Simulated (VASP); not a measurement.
Write the native input for VASP 6.6.1 that does the following.

| Item | Value |
| --- | --- |
| Task | single point |
| Functional | PBE |
| Potentials or basis | VASP PAW PBE potentials, release 64 (Ge_d) |
| Cutoff | 520 eV |
| k mesh | 10 × 10 × 8 |
| Occupations | gaussian, width 0.1 eV |
| Spin | no spin polarisation |
| Dipole correction | no |
| Further INCAR settings | ALGO = Normal; EDIFF = 1e-06; NBANDS = 36 |

The structure of Ge lies in POSCAR:

```
Ge
1.0
    2.8806361300      2.8806361300      0.0000000000
   -2.8806361300      2.8806361300      0.0000000000
    0.0000000000      0.0000000000      5.7612722600
Ge
4
Direct
    0.0000000000      0.0000000000      0.0000000000
    0.5000000000      0.5000000000      0.5000000000
    0.5000000000      0.0000000000      0.2500000000
    0.0000000000      0.5000000000      0.7500000000
```

These files were run (other wordings do the same):

INCAR

```
PREC     = Accurate       # precision mode
ENCUT    = 520            # plane-wave cutoff, eV
EDIFF    = 1E-6           # SCF threshold, eV
ISMEAR   = 0              # smearing method
SIGMA    = 0.1            # smearing width, eV
LREAL    = F              # projectors in reciprocal space
LASPH    = T              # aspherical terms in the spheres
NELM     = 60             # most SCF steps
ALGO     = Normal         # electronic algorithm
ISIF     = 2              # what is computed and relaxed
LWAVE    = F              # write WAVECAR
LCHARG   = F              # write CHGCAR
GGA      = PE             # functional
NBANDS   = 36             # bands
```

KPOINTS

```
regular mesh
0
Gamma
  10 10 8
```

Potentials or basis: VASP PAW PBE potentials, release 64 (Ge_d).

The run is started by

```bash
$ cat potpaw_PBE.64/Ge_d/POTCAR > POTCAR
$ mpirun -np 1 vasp_std > vasp.out
```

Results of the run:

| Property | Result |
| --- | --- |
| Pressure | 0.0 GPa |
| Band gap on the k mesh | zero (filled and empty bands touch) |

Caveat: semilocal functionals underestimate gaps, so a narrow gap can read as zero.

It took 2.2 min on 1 thread of AMD EPYC 9R45 96-Core Processor (Zen 5), with other jobs on the host, peak memory 0.34 GiB.
